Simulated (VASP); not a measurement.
# C8N in VASP: single point with PBE+D3(BJ)

Aim: the single point of C8N with PBE+D3(BJ).

Program: VASP 6.6.1. These are calculated values, not measurements. Logs are shortened: lines on timing, memory, paths and dates and some standing lists are left out, and cuts for length are marked.

## (1) The cell of the first run

The cell holds a slab with vacuum, 9 atoms: a = 2.466 Å, b = 2.465 Å, c = 29.199 Å, α = 90.00°, β = 90.00°, γ = 120.01°.

## (2) Single point, PBE+D3(BJ)

Contents of INCAR:

```
SYSTEM = C8N
ALGO     = Normal         ! electronic algorithm
DIPOL    = 0.5 0.5 0.488
EDIFF    = 1E-6           ! SCF threshold, eV
ENCUT    = 520            ! plane-wave cutoff, eV
GGA      = PE             ! functional
IDIPOL   = 3            
ISIF     = 2              ! what is computed and relaxed
ISMEAR   = 0              ! smearing method
IVDW     = 12             ! dispersion correction
LASPH    = .True.         ! aspherical terms in the spheres
LCHARG   = .True.         ! write CHGCAR
LDIPOL   = .True.       
LELF     = .True.         ! ELF
LREAL    = .False.        ! projectors in reciprocal space
LVACPOTAV= .True.       
LVHAR    = .True.       
LWAVE    = .False.        ! write WAVECAR
NBANDS   = 28             ! bands
NELM     = 100            ! most SCF steps
PREC     = Accurate       ! precision mode
SIGMA    = 0.1            ! smearing width, eV
```

Contents of KPOINTS:

```
k-points
0
Gamma
  12 12 1
  0 0 0
```

Contents of POSCAR:

```
C8N
1.0
    2.4655379958      0.0000000000      0.0000000000
   -1.2327689979      2.1341461202      0.0000000000
    0.0000000000      0.0000000000     29.1985170553
C N
8 1
Direct
    0.0833101794      0.1666203587      0.2911106747
    0.4166898206      0.8333796413      0.2911106747
    0.5833101794      0.1666203587      0.4075389574
    0.9166898206      0.8333796413      0.4075389574
   -0.0618846887     -0.1237693774      0.5230129893
    0.2714646765      0.5429293530      0.5228628536
    0.6471450186      0.2942900372      0.6377250291
    0.9804036442      0.9608072884      0.6266539554
    0.6466861298      0.2933722596      0.6875045440
```

Potentials or basis: VASP PAW PBE potentials, release 64 (C, N).

On the command line:

```console
$ cat potpaw_PBE.64/C/POTCAR potpaw_PBE.64/N/POTCAR > POTCAR
$ mpirun -np 1 vasp_std > vasp.out
```

OUTCAR:

```text
SYSTEM = C8N
   EDIFF = 1E-6
   ENCUT = 520
   GGA = PE
   ISIF = 2
   ISMEAR = 0
   IVDW = 12
   LASPH = .True.
   LREAL = .False.
   NELM = 100
   PREC = Accurate
 IVDW          = 12

 ion  position               nearest neighbor table
   1  0.083  0.167  0.291-   2 1.42   2 1.42   2 1.42
   2  0.417  0.833  0.291-   1 1.42   1 1.42   1 1.42
   3  0.583  0.167  0.408-   4 1.42   4 1.42   4 1.42
   4  0.917  0.833  0.408-   3 1.42   3 1.42   3 1.42
   5  0.938  0.876  0.523-   6 1.42   6 1.42   6 1.42
   6  0.271  0.543  0.523-   5 1.42   5 1.42   5 1.42
   7  0.647  0.294  0.638-   9 1.45   8 1.46   8 1.46   8 1.46
   8  0.980  0.961  0.627-   7 1.46   7 1.46   7 1.46
   9  0.647  0.293  0.688-   7 1.45

  Warning from LATTYP: Monoclinic adjustment (A1->A3, A2->A1, A3->A2)!
  LATTYP: Found a base centered orthorhombic cell.
 ALAT       =     2.4655379958
 B/A-ratio  =     1.7311808813
 C/A-ratio  =    11.8426554793

  Lattice vectors:

 A1 = (   1.2327689979,  -2.1341461202,   0.0000000000)
 A2 = (   1.2327689979,   2.1341461202,   0.0000000000)
 A3 = (   0.0000000000,   0.0000000000,  29.1985170553)

Analysis of symmetry for initial positions (statically):
=====================================================================
 Subroutine PRICEL returns:
 Original cell was already a primitive cell.

 Routine SETGRP: Setting up the symmetry group for a
 base centered orthorhombic supercell.

 Subroutine GETGRP returns: Found  2 space group operations
 (whereof  2 operations were pure point group operations)
 out of a pool of  8 trial point group operations.

The static configuration has the point symmetry C_1h.

Analysis of symmetry for dynamics (positions and initial velocities):
=====================================================================
 Subroutine PRICEL returns:
 Original cell was already a primitive cell.

 Routine SETGRP: Setting up the symmetry group for a
 base centered orthorhombic supercell.

 Subroutine GETGRP returns: Found  2 space group operations
 (whereof  2 operations were pure point group operations)
 out of a pool of  8 trial point group operations.

The dynamic configuration has the point symmetry C_1h.

 Subroutine INISYM returns: Found  2 space group operations
 (whereof  2 operations are pure point group operations),
 and found     1 'primitive' translations

----------------------------------------------------------------------------------------

                                     Primitive cell

  volume of cell :     153.6373

  direct lattice vectors                    reciprocal lattice vectors
     2.465537996  0.000000000  0.000000000     0.405590991  0.234285739  0.000000000
    -1.232768998  2.134146120  0.000000000     0.000000000  0.468571477  0.000000000
     0.000000000  0.000000000 29.198517055     0.000000000  0.000000000  0.034248315

  length of vectors
     2.465537996  2.464609313 29.198517055     0.468394982  0.468571477  0.034248315

  position of ions in fractional coordinates (direct lattice)
     0.083310179  0.166620359  0.291110675
     0.416689821  0.833379641  0.291110675
     0.583310179  0.166620359  0.407538957
     0.916689821  0.833379641  0.407538957
     0.938115311  0.876230623  0.523012989
     0.271464677  0.542929353  0.522862854
     0.647145019  0.294290037  0.637725029
     0.980403644  0.960807288  0.626653955
     0.646686130  0.293372260  0.687504544

  ion indices of the primitive-cell ions
   primitive index   ion index
                 1           1
                 2           2
                 3           3
                 4           4
                 5           5
                 6           6
                 7           7
                 8           8
                 9           9

----------------------------------------------------------------------------------------

 KPOINTS: k-points

Automatic generation of k-mesh.
 Grid dimensions read from file:
 generate k-points for:   12   12    1

 Generating k-lattice:

  Cartesian coordinates                     Fractional coordinates (reciprocal lattice)
     0.033799249  0.019523812  0.000000000     0.083333333 -0.000000000  0.000000000
     0.000000000  0.039047623  0.000000000     0.000000000  0.083333333  0.000000000
     0.000000000  0.000000000  0.034248315     0.000000000  0.000000000  1.000000000

  Length of vectors
     0.039032915  0.039047623  0.034248315

  Shift w.r.t. Gamma in fractional coordinates (k-lattice)
     0.000000000  0.000000000  0.000000000

 Subroutine IBZKPT returns following result:
 ===========================================

 Found     43 irreducible k-points:

 Following reciprocal coordinates:
            Coordinates               Weight
  0.000000  0.000000  0.000000      1.000000
  0.083333  0.000000  0.000000      4.000000
  0.166667  0.000000  0.000000      4.000000
  0.250000  0.000000  0.000000      4.000000
  0.333333 -0.000000  0.000000      4.000000
  0.416667  0.000000  0.000000      4.000000
[... 16 lines left out ...]
  0.333333  0.166667  0.000000      4.000000
  0.416667  0.166667  0.000000      4.000000
 [... further k-points ...]
   k-points           NKPTS =     43   k-points in BZ     NKDIM =     43   number of bands    NBANDS=     28
   number of dos      NEDOS =    301   number of ions     NIONS =      9
   total plane-waves  NPLWV =  72576
   dimension x,y,z NGX =    18 NGY =   18 NGZ =  224
   dimension x,y,z NGXF=    36 NGYF=   36 NGZF=  448
   ions per type =               8   1
   NGX,Y,Z   is equivalent  to a cutoff of  12.14, 12.14, 12.75 a.u.
   NGXF,Y,Z  is equivalent  to a cutoff of  24.27, 24.28, 25.51 a.u.
 SYSTEM =  C8N
   PREC   = accura    normal or accurate (medium, high low for compatibility)
   ISTART =      0    job   : 0-new  1-cont  2-samecut
   ICHARG =      2    charge: 1-file 2-atom 10-const
   ISPIN  =      1    spin polarized calculation?
   LNONCOLLINEAR =      F non collinear calculations
   LSORBIT =      F    spin-orbit coupling
   LASPH  =      T    aspherical Exc in radial PAW
   ENCUT  =  520.0 eV  38.22 Ry    6.18 a.u.   4.58  4.58 54.29*2*pi/ulx,y,z
   NELM   =    100;   NELMIN=  2; NELMDL= -5     # of ELM steps
   EDIFF  = 0.1E-05   stopping-criterion for ELM
   LREAL  =      F    real-space projection
   EDIFFG = 0.1E-04   stopping-criterion for IOM
   NSW    =      0    number of steps for IOM
   IBRION =     -1    ionic relax: 0-MD 1-quasi-New 2-CG
   NFREE  =      0    steps in history (QN), initial steepest desc. (CG)
   ISIF   =      2    stress and relaxation
   ISYM   =      2    0-nonsym 1-usesym 2-fastsym
   POTIM  = 0.5000    time-step for ionic-motion
   TEBEG  =    0.0;   TEEND  =   0.0 temperature during run
   PSTRESS=    0.0 pullay stress
   NELECT =      37.0000    total number of electrons
   NUPDOWN=      -1.0000    fix difference up-down
   EMIN   =  10.00;   EMAX   =-10.00  energy-range for DOS
   EFERMI =   0.00;   METHOD = LEGACY
   ISMEAR =     0;   SIGMA  =   0.10  broadening in eV -4-tet -1-fermi 0-gaus
   EFERMI_NEDOS =   21; number of points for ismear=-14 and -15
   IALGO  =     38    algorithm
   IMIX   =      4    mixing-type and parameters
     AMIX     =   0.40;   BMIX     =  1.00
     AMIX_MAG =   1.60;   BMIX_MAG =  1.00
  volume/ion in A,a.u.               =      17.07       115.20
  Fermi-wavevector in a.u.,A,eV,Ry     =   1.018536  1.924755 14.114905  1.037416
  Thomas-Fermi vector in A             =   2.151999
   LORBIT       =      0    0 simple, 1 ext, 2 COOP (PROOUT), +10 PAW based schemes
   GGA     = PE    functional components
   LHFCALC =     F    Hartree Fock is set to
   AEXX    =    0.0000 exact exchange contribution
   IVDW    =    12    specifies the selected vdW correction
   LEPSILON=     F    determine dielectric tensor
   LRPA    =     F    only Hartree local field effects (RPA)
 non-spin polarized calculation
 Gauss-broadening in eV      SIGMA  =   0.10
  energy-cutoff  :      520.00
  volume of cell :      153.64
 maximum number of plane-waves:      4190
   NGX =  9   NGY =  9   NGZ =109

 dipolmoment           0.000000      0.000000     -0.000122 electrons x Angstroem

 number of electron      36.9999998 magnetization

 dipolmoment           0.000000      0.000000      0.075286 electrons x Angstroem

 Free energy of the ion-electron system (eV)
  ---------------------------------------------------
  ext. energy  EPLUGINS =         0.00000000
  ---------------------------------------------------
  free energy    TOTEN  =       -77.11509766 eV

  energy without entropy =      -77.10824055  energy(sigma->0) =      -77.11166910

 E-fermi :  -0.2883     XC(G=0):  -5.6306

 val. band max:       -0.2901989584   @ k =   0.0833   0.3333   0.0000
 cond. band min:      -0.2765573353   @ k =   0.3333   0.0833   0.0000
 fundamental gap:      0.0136416231
 Fermi energy:        -0.2882981396

 k-point     1 :       0.0000    0.0000    0.0000
  band No.  band energies     occupation
      1     -22.3621      2.00000
      2     -20.1000      2.00000
      3     -19.9020      2.00000
      4     -19.7701      2.00000
      5     -16.0102      2.00000
      6      -8.7839      2.00000
[... 20 lines left out ...]
     27       7.1491      0.00000
     28       7.2607      0.00000

 k-point     2 :       0.0833    0.0000    0.0000
  band No.  band energies     occupation
      1     -22.1984      2.00000
      2     -19.9353      2.00000
      3     -19.7375      2.00000
      4     -19.6067      2.00000
      5     -15.8767      2.00000
      6      -8.5899      2.00000
[... 674 lines left out ...]
 k-point    24 :       0.4167    0.1667    0.0000
  band No.  band energies     occupation
      1     -17.6471      2.00000
      2     -14.5748      2.00000
      3     -14.3789      2.00000
      4     -14.2024      2.00000
      5     -14.1579      2.00000
      6     -13.3868      2.00000
[... 20 lines left out ...]
     27       9.5692      0.00000
     28       9.7039      0.00000

 [... further k-points ...]

------------------------ aborting loop because EDIFF is reached ----------------------------------------

 Edisp (eV)   -1.25776

 E8    (eV) :    -0.3630

  FORCE on cell =-STRESS in cart. coord.  units (eV):
  Direction    XX          YY          ZZ          XY          YZ          ZX
  --------------------------------------------------------------------------------------
  -------------------------------------------------------------------------------------
  Total       2.73819     2.94479     0.09825     0.00000    -0.00579     0.00000
  in kB      28.55470    30.70913     1.02457     0.00000    -0.06041     0.00000
  external pressure =       20.10 kB  Pullay stress =        0.00 kB

 VOLUME and BASIS-vectors are now :
 -----------------------------------------------------------------------------
  energy-cutoff  :      520.00
  volume of cell :      153.64
      direct lattice vectors                 reciprocal lattice vectors
     2.465537996  0.000000000  0.000000000     0.405590991  0.234285739  0.000000000
    -1.232768998  2.134146120  0.000000000     0.000000000  0.468571477  0.000000000
     0.000000000  0.000000000 29.198517055     0.000000000  0.000000000  0.034248315

 POSITION                                       TOTAL-FORCE (eV/Angst)
 -----------------------------------------------------------------------------------
      0.00000      0.35559      8.50000         0.000000      0.008417      0.002207
     -0.00000      1.77855      8.50000         0.000000     -0.008258      0.002388
      1.23277      0.35559     11.89953        -0.000000      0.018743     -0.008298
      1.23277      1.77855     11.89953         0.000000     -0.016306      0.002149
      1.23277      1.87000     15.27120         0.000000      0.001618      0.002610
      0.00000      1.15869     15.26682         0.000000     -0.002750     -0.003065
      1.23277      0.62806     18.62063         0.000000     -0.016317     -0.075667
      1.23277      2.05050     18.29737        -0.000000      0.007422     -0.025962
      1.23277      0.62610     20.07411         0.000000      0.007430      0.103639
 -----------------------------------------------------------------------------------
    total drift:                                0.000004     -0.000235     -0.002006

  FREE ENERGIE OF THE ION-ELECTRON SYSTEM (eV)
  ---------------------------------------------------
  free  energy   TOTEN  =       -78.3728540024 eV

  energy  without entropy=      -78.3659968978  energy(sigma->0) =      -78.36942545

 vacuum level on the upper side and lower side of the slab         6.556         3.968
```

It took 2.9 min on 1 thread of Intel Xeon 6975P-C (Granite Rapids), shared host; peak memory 0.34 GiB.

What came out:

```yaml
Free_energy: -78.3729 eV
Largest_force: 0.104 eV/Å
Dispersion_energy_per_atom: -0.140 eV
```

Forces in eV/Å, atoms in the order of the input:
```
C    0.000  0.008  0.002
C    0.000 -0.008  0.002
C    0.000  0.019 -0.008
C    0.000 -0.016  0.002
C    0.000  0.002  0.003
C    0.000 -0.003 -0.003
C    0.000 -0.016 -0.076
C    0.000  0.007 -0.026
N    0.000  0.007  0.104
```

Levels at points of the mesh, in eV from the Fermi level:
```
           k point  band 16  band 17  band 18  band 19  band 20  band 21
(0.00, 0.00, 0.00)    -3.05    -3.04    -0.74     1.67     1.67     3.58
(0.50, 0.00, 0.00)    -2.79    -2.42    -2.39    -0.01     0.49     1.38
(0.00, 0.50, 0.00)    -2.88    -2.58    -2.04    -0.13     0.49     1.24
```
